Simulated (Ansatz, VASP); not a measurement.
**Ca in VASP and in Ansatz**

File INCAR:

```
PREC = Accurate
ENCUT = 500
EDIFF = 1E-7
ISMEAR = -1
SIGMA = 0.15
LREAL = F
LASPH = T
NELM = 120
ALGO = Normal
ISIF = 3
LWAVE = F
LCHARG = F
GGA = PE
IBRION = 2
NSW = 80
EDIFFG = -0.001
GGA_COMPAT = F
NELMIN = 4
```

KPOINTS

```
Automatic mesh
0
Gamma
  14 14 14
```

File POSCAR:

```
Ca
1.0
    0.0000000000      2.7620475041      2.7620475041
    2.7620475041      0.0000000000      2.7620475041
    2.7620475041      2.7620475041      0.0000000000
Ca
1
Direct
    0.0000000000      0.0000000000      0.0000000000
```

Input for Ansatz:

```yaml
crystal:
  lattice:
    - [0.0, 2.7620475041, 2.7620475041]
    - [2.7620475041, 0.0, 2.7620475041]
    - [2.7620475041, 2.7620475041, 0.0]
  atoms:
    - { symbol: Ca, position: [0.0, 0.0, 0.0] }
basis:
  ecutwfc: 420
kpoints:
  mp_grid: { grid: [14, 14, 14] }
hamiltonian:
  xc: pbe
  pseudopotentials: { kind: paw, azcp: { folder: soft_1 } }
scf:
  occupations: { method: fermi_dirac, width: 0.15 }
output:
  forces: true
  stress: true
  eigenvalues: true
relax:
  adjacent_minimum: "off"
  f_tol: 0.001
  max_steps: 60
  cell: { stress_tol: 0.01 }
```

Alike in both runs: task relaxation of cell and atoms; functional PBE; k mesh 14 × 14 × 14; occupations fermi-dirac, width 0.15 eV; no spin polarisation.

|  | VASP | Ansatz |
| --- | --- | --- |
| version | VASP 6.6.1 | Ansatz 0.2.0 |
| potentials or method | VASP PAW PBE potentials, release 64 (Ca_sv), cutoff 500 eV | scalar-relativistic, plane waves, PAW |
| valence electrons in the cell | 10 | 10 |

VASP gave:

- gap on the k mesh at the Fermi level, each at its own relaxed structure (eV): none
- relaxed volume (Å³/atom): 42.31
- relaxed length of the cell vector where the two differ most in proportion (Å): 3.911

Question: What did Ansatz give for the same quantities?

Answer: gap on the k mesh at the Fermi level, each at its own relaxed structure (eV): none; relaxed volume (Å³/atom): 42.28; relaxed length of the cell vector where the two differ most in proportion (Å): 3.911.

A gap of «none» marks a metal or a gap that the smearing closes.
